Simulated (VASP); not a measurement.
Here is a VASP 6.6.1 calculation.

Contents of INCAR:

```
PREC     = Accurate       # precision mode
ENCUT    = 520            # plane-wave cutoff, eV
EDIFF    = 1E-7           # SCF threshold, eV
ISMEAR   = 0              # smearing method
SIGMA    = 0.02           # smearing width, eV
LREAL    = False          # projectors in reciprocal space
LASPH    = True           # aspherical terms in the spheres
NELM     = 60             # most SCF steps
ALGO     = Normal         # electronic algorithm
ISIF     = 2              # what is computed and relaxed
LWAVE    = False          # write WAVECAR
LCHARG   = True           # write CHGCAR
GGA      = PE             # functional
LELF     = True           # ELF
LVHAR    = True         
NBANDS   = 15             # bands
```

The input KPOINTS:

```
regular mesh
0
Gamma
  11 11 11
```

File POSCAR:

```
TiC
1.0
    0.0000000000      2.1657188437      2.1657188437
    2.1657188437      0.0000000000      2.1657188437
    2.1657188437      2.1657188437      0.0000000000
Ti C
1 1
Direct
    0.0000000000      0.0000000000      0.0000000000
    0.5000000000      0.5000000000      0.5000000000
```

Potentials or basis: VASP PAW PBE potentials, release 64 (Ti_sv, C).

Command:

```bash
$ cat potpaw_PBE.64/Ti_sv/POTCAR potpaw_PBE.64/C/POTCAR > POTCAR
$ mpirun -np 1 vasp_std > vasp.out
```

What does it give for the band gap on the k mesh?

Zero (band 8 reaches 10.10 eV, above the bottom of band 9 at 9.00 eV).

What does it give for the pressure?

0.5 GPa.
